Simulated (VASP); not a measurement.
## BaTiO3: relaxation of cell and atoms with PBE

BaTiO3:

```xyz
5
Lattice="4.0062 0.0000 0.0000 0.0000 4.0062 0.0000 0.0000 0.0000 4.0062" Properties=species:S:1:pos:R:3 pbc="T T T"
Ba    2.0031    2.0031    2.0031
Ti    0.0000    0.0000    0.0000
O     2.0031    0.0000    0.0000
O     0.0000    2.0031    0.0000
O     0.0000    0.0000    2.0031
```

```yaml
Program: VASP 6.6.1
Task: relaxation of cell and atoms
Functional: PBE
Potentials_or_basis: VASP PAW PBE potentials, release 64 (Ba_sv, Ti_sv, O)
Cutoff: 600 eV
k_mesh: 8 × 8 × 8
Occupations: gaussian, width 0.02 eV
Spin: no spin polarisation
Target_pressure: 1 GPa
Dipole_correction: no
Further_INCAR_settings: ALGO = Normal; EDIFF = 1e-07; IBRION = 2; EDIFFG = -0.008; NSW = 70; ISIF = 3
```

```yaml
Relaxed_volume: 13.03 Å³/atom
Relaxed_cell: a = 4.024 Å, b = 4.024 Å, c = 4.024 Å, α = 90.00°, β = 90.00°, γ = 90.00°
Space_group_after_relaxing_to_0.1_Å: Pm-3m (No. 221)
Energy_change_on_relaxing_the_run_minimises_the_enthalpy: -2.2 meV/atom
Ionic_steps: 3
Pressure_after_relaxing: 1.0 GPa
Band_gap_on_the_k_mesh: 1.71 eV (least direct gap 1.87 eV)
```

Step by step:
```
step  energy change (eV)  largest force (eV/Å)  pressure (GPa)  volume (Å³)
   1              0.0000                0.0000            3.24        64.30
   2             -0.0109                0.0000           -1.06        65.98
   3             -0.0111                0.0000            1.00        65.14
```

Final structure:
```
CELL_PARAMETERS angstrom
4.02370 0.00000 0.00000
0.00000 4.02370 0.00000
0.00000 0.00000 4.02370
ATOMIC_POSITIONS crystal
Ba 0.50000 0.50000 0.50000
Ti 0.00000 0.00000 0.00000
O 0.50000 0.00000 0.00000
O 0.00000 0.50000 0.00000
O 0.00000 0.00000 0.50000
```

Levels at points of the mesh, in eV from the valence-band top:
| k point | band 18 | band 19 | band 20 | band 21 | band 22 | band 23 |
| --- | --- | --- | --- | --- | --- | --- |
| (0.00, 0.00, 0.00) | -0.16 | -0.16 | -0.16 | 1.71 | 1.71 | 1.71 |
| (0.50, 0.00, 0.00) | -1.81 | -0.71 | -0.71 | 1.87 | 3.41 | 3.41 |
| (0.50, 0.50, 0.00) | -0.88 | -0.88 | -0.09 | 3.41 | 3.41 | 3.82 |
| (0.50, 0.50, 0.50) | 0.00 | 0.00 | 0.00 | 4.06 | 4.06 | 4.06 |

Run time: 54 s on 1 thread of Intel(R) Xeon(R) 6975P-C (Granite Rapids), on a shared host, peak memory 0.23 GiB.

Caveat: the cell is relaxed towards a set pressure, so the run minimises the enthalpy, not the energy; spin-orbit coupling is left out, which moves the levels of the heavy elements. A k mesh can miss the band edges.
